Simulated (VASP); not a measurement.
H, 1 atom in the cell. It takes space group Fm-3m (No. 225, cubic). The conventional cell has a = 2.273 Å, b = 2.273 Å, c = 2.273 Å, α = 90.00°, β = 90.00°, γ = 90.00°. H (site symmetry m-3m) has 12 H at 1.61 Å within 2.1 Å. 

```yaml
Program: VASP 6.6.1
Task: single point
Functional: r2SCAN
Potentials_or_basis: VASP PAW PBE potentials, release 64 (H)
Cutoff: 520 eV
k_mesh: 8 × 8 × 8
Occupations: gaussian, width 0.1 eV
Spin: no spin polarisation
Dipole_correction: no
Further_INCAR_settings: ALGO = Normal; EDIFF = 1e-06; NBANDS = 6
```

Potentials or basis: VASP PAW PBE potentials, release 64 (H).

Command:

```sh
$ cat potpaw_PBE.64/H/POTCAR > POTCAR
$ cp INCAR.step1 INCAR
$ mpirun -np 1 vasp_std > vasp.out
$ cp INCAR.step2 INCAR
$ mpirun -np 1 vasp_std > vasp.out
```

Hardware: 1 thread of AMD EPYC 9R45 96-Core Processor (Zen 5), on a shared host.

Problem. How long does it take, and how much memory?

Solution. It took 2 s on 1 thread of AMD EPYC 9R45 96-Core Processor (Zen 5), on a shared host, peak memory 0.07 GiB. Counts: k points 29.
